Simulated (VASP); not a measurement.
Input of a VASP 6.6.1 run:

File INCAR:

```
SYSTEM = Al3BP2
PREC = Accurate
ENCUT = 520
EDIFF = 1E-6
ISMEAR = 0
SIGMA = 0.1
LREAL = .False.
LASPH = .True.
NELM = 100
ALGO = Normal
ISIF = 2
LWAVE = .False.
LCHARG = .False.
GGA = PE
NBANDS = 20
```

Contents of KPOINTS:

```
regular mesh
0
Gamma
  6 6 2
  0 0 0
```

Contents of POSCAR:

```
Al3BP2
1.0
    7.7131439005      0.0000000000      0.0000000000
   -3.8565719502      6.6797785609      0.0000000000
    0.0000000000      0.0000000000      5.1613790409
Al B P
3 1 2
Direct
    0.5000000000      0.0000000000      0.5000000000
    0.0000000000      0.5000000000      0.5000000000
    0.5000000000      0.5000000000      0.5000000000
    0.0000000000      0.0000000000      0.5000000000
    0.3333333333      0.6666666667      0.5000000000
    0.6666666667      0.3333333333      0.5000000000
```

Potentials or basis: VASP PAW PBE potentials, release 64 (Al, B, P).

Run with:

```sh
$ cat potpaw_PBE.64/Al/POTCAR potpaw_PBE.64/B/POTCAR potpaw_PBE.64/P/POTCAR > POTCAR
$ mpirun -np 1 vasp_std > vasp.out
```

Task: Predict the pressure.

Result: 0.3 GPa.

Task: Estimate the band gap on the k mesh.

Result: Zero (band 11 reaches 0.60 eV, above the bottom of band 12 at 0.07 eV).

Caveat: the k points lie up to 0.61 Å⁻¹ apart.
